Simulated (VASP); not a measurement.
# Rh (Fm-3m) in VASP: further runs

Runs on Rh. Level: LDA. Tasks: electric field gradients.

Program: VASP 6.6.1. These are calculated values, not measurements. Logs are shortened: lines on timing, memory, paths and dates and some standing lists are left out, and cuts for length are marked.

## (1) The cell of the first run

Symmetry: Fm-3m, No. 225, cubic system. Conventional cell: a = 3.725 Å, b = 3.725 Å, c = 3.725 Å, α = 90.00°, β = 90.00°, γ = 90.00°. Within 3.5 Å of Rh (site symmetry m-3m) lie 12 Rh at 2.63 Å.

## (2) Electric field gradients, LDA (volume scaled by 0.94)

File INCAR:

```
SYSTEM = Rh
PREC = Accurate
ENCUT = 520
EDIFF = 1E-8
ISMEAR = -1
SIGMA = 0.03
LREAL = .False.
LASPH = .True.
NELM = 80
ALGO = Normal
ISIF = 2
LWAVE = .False.
LCHARG = .False.
LEFG = .True.
NBANDS = 14
```

File KPOINTS:

```
Automatic mesh
0
Gamma
  16 16 16
  0 0 0
```

File POSCAR:

```
Rh
1.0
    0.0000000000      1.8627319650      1.8627319650
    1.8627319650      0.0000000000      1.8627319650
    1.8627319650      1.8627319650      0.0000000000
Rh
1
Direct
    0.0000000000      0.0000000000      0.0000000000
```

Potentials or basis: VASP PAW LDA potentials, release 64 (Rh_pv).

The run is started by

```console
> cat potpaw_LDA.64/Rh_pv/POTCAR > POTCAR
> mpirun -np 1 vasp_std > vasp.out
```

OUTCAR:

```text
SYSTEM = Rh
   PREC = Accurate
   ENCUT = 520
   EDIFF = 1E-8
   ISMEAR = -1
   LREAL = .False.
   LASPH = .True.
   NELM = 80
   ISIF = 2

 ion  position               nearest neighbor table
   1  0.000  0.000  0.000-

  LATTYP: Found a face centered cubic cell.
 ALAT       =     3.7254639300

  Lattice vectors:

 A1 = (   0.0000000000,   1.8627319650,   1.8627319650)
 A2 = (   1.8627319650,   0.0000000000,   1.8627319650)
 A3 = (   1.8627319650,   1.8627319650,   0.0000000000)

Analysis of symmetry for initial positions (statically):
=====================================================================
 Subroutine PRICEL returns:
 Original cell was already a primitive cell.

 Routine SETGRP: Setting up the symmetry group for a
 face centered cubic supercell.

 Subroutine GETGRP returns: Found 48 space group operations
 (whereof 48 operations were pure point group operations)
 out of a pool of 48 trial point group operations.

The static configuration has the point symmetry O_h .

Analysis of symmetry for dynamics (positions and initial velocities):
=====================================================================
 Subroutine PRICEL returns:
 Original cell was already a primitive cell.

 Routine SETGRP: Setting up the symmetry group for a
 face centered cubic supercell.

 Subroutine GETGRP returns: Found 48 space group operations
 (whereof 48 operations were pure point group operations)
 out of a pool of 48 trial point group operations.

The dynamic configuration has the point symmetry O_h .

 Subroutine INISYM returns: Found 48 space group operations
 (whereof 48 operations are pure point group operations),
 and found     1 'primitive' translations

----------------------------------------------------------------------------------------

                                     Primitive cell

  volume of cell :      12.9265

  direct lattice vectors                    reciprocal lattice vectors
     0.000000000  1.862731965  1.862731965    -0.268422945  0.268422945  0.268422945
     1.862731965  0.000000000  1.862731965     0.268422945 -0.268422945  0.268422945
     1.862731965  1.862731965  0.000000000     0.268422945  0.268422945 -0.268422945

  length of vectors
     2.634300808  2.634300808  2.634300808     0.464922179  0.464922179  0.464922179

  position of ions in fractional coordinates (direct lattice)
     0.000000000  0.000000000  0.000000000

  ion indices of the primitive-cell ions
   primitive index   ion index
                 1           1

----------------------------------------------------------------------------------------

 KPOINTS: Automatic mesh

Automatic generation of k-mesh.
 Grid dimensions read from file:
 generate k-points for:   16   16   16

 Generating k-lattice:

  Cartesian coordinates                     Fractional coordinates (reciprocal lattice)
    -0.016776434  0.016776434  0.016776434     0.062500000  0.000000000  0.000000000
     0.016776434 -0.016776434  0.016776434     0.000000000  0.062500000  0.000000000
     0.016776434  0.016776434 -0.016776434     0.000000000  0.000000000  0.062500000

  Length of vectors
     0.029057636  0.029057636  0.029057636

  Shift w.r.t. Gamma in fractional coordinates (k-lattice)
     0.000000000  0.000000000  0.000000000

 Subroutine IBZKPT returns following result:
 ===========================================

 Found    145 irreducible k-points:

 Following reciprocal coordinates:
            Coordinates               Weight
  0.000000  0.000000  0.000000      1.000000
  0.062500  0.000000  0.000000      8.000000
  0.125000  0.000000  0.000000      8.000000
  0.187500  0.000000  0.000000      8.000000
  0.250000  0.000000  0.000000      8.000000
  0.312500  0.000000  0.000000      8.000000
[... 16 lines left out ...]
 -0.125000  0.062500  0.000000     24.000000
 -0.062500  0.062500  0.000000     12.000000
 [... further k-points ...]
   k-points           NKPTS =    145   k-points in BZ     NKDIM =    145   number of bands    NBANDS=     14
   number of dos      NEDOS =    301   number of ions     NIONS =      1
   total plane-waves  NPLWV =   8000
   dimension x,y,z NGX =    20 NGY =   20 NGZ =   20
   dimension x,y,z NGXF=    40 NGYF=   40 NGZF=   40
   ions per type =               1
   NGX,Y,Z   is equivalent  to a cutoff of  12.62, 12.62, 12.62 a.u.
   NGXF,Y,Z  is equivalent  to a cutoff of  25.24, 25.24, 25.24 a.u.
 SYSTEM =  Rh
   PREC   = accura    normal or accurate (medium, high low for compatibility)
   ISTART =      0    job   : 0-new  1-cont  2-samecut
   ICHARG =      2    charge: 1-file 2-atom 10-const
   ISPIN  =      1    spin polarized calculation?
   LNONCOLLINEAR =      F non collinear calculations
   LSORBIT =      F    spin-orbit coupling
   LASPH  =      T    aspherical Exc in radial PAW
   ENCUT  =  520.0 eV  38.22 Ry    6.18 a.u.   4.90  4.90  4.90*2*pi/ulx,y,z
   NELM   =     80;   NELMIN=  2; NELMDL= -5     # of ELM steps
   EDIFF  = 0.1E-07   stopping-criterion for ELM
   LREAL  =      F    real-space projection
   EDIFFG = 0.1E-06   stopping-criterion for IOM
   NSW    =      0    number of steps for IOM
   IBRION =     -1    ionic relax: 0-MD 1-quasi-New 2-CG
   NFREE  =      0    steps in history (QN), initial steepest desc. (CG)
   ISIF   =      2    stress and relaxation
   ISYM   =      2    0-nonsym 1-usesym 2-fastsym
   POTIM  = 0.5000    time-step for ionic-motion
   TEBEG  =    0.0;   TEEND  =   0.0 temperature during run
   PSTRESS=    0.0 pullay stress
   NELECT =      15.0000    total number of electrons
   NUPDOWN=      -1.0000    fix difference up-down
   EMIN   =  10.00;   EMAX   =-10.00  energy-range for DOS
   EFERMI =   0.00;   METHOD = LEGACY
   ISMEAR =    -1;   SIGMA  =   0.03  broadening in eV -4-tet -1-fermi 0-gaus
   EFERMI_NEDOS =   21; number of points for ismear=-14 and -15
   IALGO  =     38    algorithm
   IMIX   =      4    mixing-type and parameters
     AMIX     =   0.40;   BMIX     =  1.00
     AMIX_MAG =   1.60;   BMIX_MAG =  1.00
  volume/ion in A,a.u.               =      12.93        87.23
  Fermi-wavevector in a.u.,A,eV,Ry     =   1.720329  3.250951 40.266883  2.959532
  Thomas-Fermi vector in A             =   2.796789
   LORBIT       =      0    0 simple, 1 ext, 2 COOP (PROOUT), +10 PAW based schemes
   GGA     = CA    functional components
   LHFCALC =     F    Hartree Fock is set to
   AEXX    =    0.0000 exact exchange contribution
   IVDW    =     0    specifies the selected vdW correction
   LEPSILON=     F    determine dielectric tensor
   LRPA    =     F    only Hartree local field effects (RPA)
 non-spin polarized calculation
  energy-cutoff  :      520.00
  volume of cell :       12.93
 maximum number of plane-waves:       360
   NGX =  9   NGY =  9   NGZ =  9

 number of electron      14.9999995 magnetization

 Free energy of the ion-electron system (eV)
  ---------------------------------------------------
  ext. energy  EPLUGINS =         0.00000000
  ---------------------------------------------------
  free energy    TOTEN  =        -8.67541044 eV

  energy without entropy =       -8.67123563  energy(sigma->0) =       -8.67332304

 E-fermi :  12.8786     XC(G=0): -14.7474

 val. band max:       12.8750639307   @ k =  -0.3750   0.2500   0.0000
 cond. band min:      12.8851688931   @ k =   0.3125   0.2500   0.0000
 fundamental gap:      0.0101049624
 Fermi energy:        12.8785852515

 k-point     1 :       0.0000    0.0000    0.0000
  band No.  band energies     occupation
      1     -33.3783      2.00000
      2     -33.3783      2.00000
      3     -33.3783      2.00000
      4       4.3999      2.00000
      5       9.4716      2.00000
      6       9.4716      2.00000
      7       9.4716      2.00000
      8      11.8135      2.00000
      9      11.8135      2.00000
     10      28.7666      0.00000
     11      33.0740      0.00000
     12      34.5308      0.00000
     13      34.5308      0.00000
     14      34.5308      0.00000

 k-point     2 :       0.0625    0.0000    0.0000
  band No.  band energies     occupation
      1     -33.4149      2.00000
      2     -33.3832      2.00000
      3     -33.3832      2.00000
      4       4.5675      2.00000
      5       9.3938      2.00000
      6       9.5391      2.00000
      7       9.5391      2.00000
      8      11.7738      2.00000
      9      11.7738      2.00000
     10      29.0252      0.00000
[... 362 lines left out ...]
 k-point    24 :      -0.0625    0.0625    0.0000
  band No.  band energies     occupation
      1     -33.4661      2.00000
      2     -33.4046      2.00000
      3     -33.3849      2.00000
      4       4.8381      2.00000
      5       9.2484      2.00000
      6       9.6315      2.00000
      7       9.6856      2.00000
      8      11.6005      2.00000
      9      11.8391      2.00000
     10      29.4307      0.00000
     11      32.8519      0.00000
     12      33.0817      0.00000
     13      34.6595      0.00000
     14      35.4565      0.00000

 [... further k-points ...]
[... 5 lines left out ...]
  --------------------------------------------------------------------------------------
  -------------------------------------------------------------------------------------
  Total        0.7017665      0.7017665      0.7017665      0.0000000      0.0000000      0.0000000
  in kB       86.9805475     86.9805475     86.9805475      0.0000000      0.0000000      0.0000000
  external PRESSURE =      86.9805475 kB  Pullay stress =       0.0000000 kB

 VOLUME and BASIS-vectors are now :
 -----------------------------------------------------------------------------
  energy-cutoff  :      520.00
  volume of cell :       12.93
      direct lattice vectors                 reciprocal lattice vectors
     0.000000000  1.862731965  1.862731965    -0.268422945  0.268422945  0.268422945
     1.862731965  0.000000000  1.862731965     0.268422945 -0.268422945  0.268422945
     1.862731965  1.862731965  0.000000000     0.268422945  0.268422945 -0.268422945

 POSITION                                       TOTAL-FORCE (eV/Angst)
 -----------------------------------------------------------------------------------
      0.00000      0.00000      0.00000         0.000000      0.000000      0.000000
 -----------------------------------------------------------------------------------
    total drift:                                0.000000      0.000000      0.000000

  FREE ENERGIE OF THE ION-ELECTRON SYSTEM (eV)
  ---------------------------------------------------
  free  energy   TOTEN  =        -8.6754104403 eV

  energy  without entropy=       -8.6712356317  energy(sigma->0) =       -8.67332304

 Electric field gradients (V/A^2)
---------------------------------------------------------------------
 ion       V_xx      V_yy      V_zz      V_xy      V_xz      V_yz
---------------------------------------------------------------------
   1      -0.000     0.000     0.000     0.001     0.001     0.001
---------------------------------------------------------------------

 Electric field gradients after diagonalization (V/A^2)
 (convention: |V_zz| > |V_xx| > |V_yy|)
----------------------------------------------------------------------
 ion       V_xx      V_yy      V_zz     asymmetry (V_yy - V_xx)/ V_zz
----------------------------------------------------------------------
   1      -0.001    -0.001     0.002       0.000
----------------------------------------------------------------------

           NMR quadrupolar parameters

 Cq : quadrupolar parameter    Cq=e*Q*V_zz/h
 eta: asymmetry parameters     (V_yy - V_xx)/ V_zz
 Q  : nuclear electric quadrupole moment in mb (millibarn)
----------------------------------------------------------------------
 ion       Cq(MHz)       eta       Q (mb)
----------------------------------------------------------------------
   1       0.000       0.000       1.000
----------------------------------------------------------------------
```

Wall time 16 s (1 thread of Intel Xeon Platinum 8559C (Emerald Rapids), shared host); peak memory 0.13 GiB.

What came out:

| Item | Value |
| --- | --- |
| Free energy | -8.6754 eV |
| Pressure | 8.7 GPa |

Levels at points of the mesh, in eV from the Fermi level:
```
           k point  band 3  band 4  band 5  band 6  band 7  band 8  band 9  band 10  band 11  band 12
(0.00, 0.00, 0.00)  -46.26   -8.48   -3.41   -3.41   -3.41   -1.07   -1.07    15.89    20.20    21.65
(0.50, 0.00, 0.00)  -46.38   -6.69   -3.49   -3.49    0.64    0.66    0.66     9.26    15.43    20.20
(0.50, 0.50, 0.00)  -46.59   -6.94   -6.56    0.65    1.12    1.12    3.30    13.07    13.58    13.58
```

Caveat: without QUAD_EFG the Cq values of the log hold for a quadrupole moment of 1 mb, not for the nuclei.

[end of part 1 of 2]
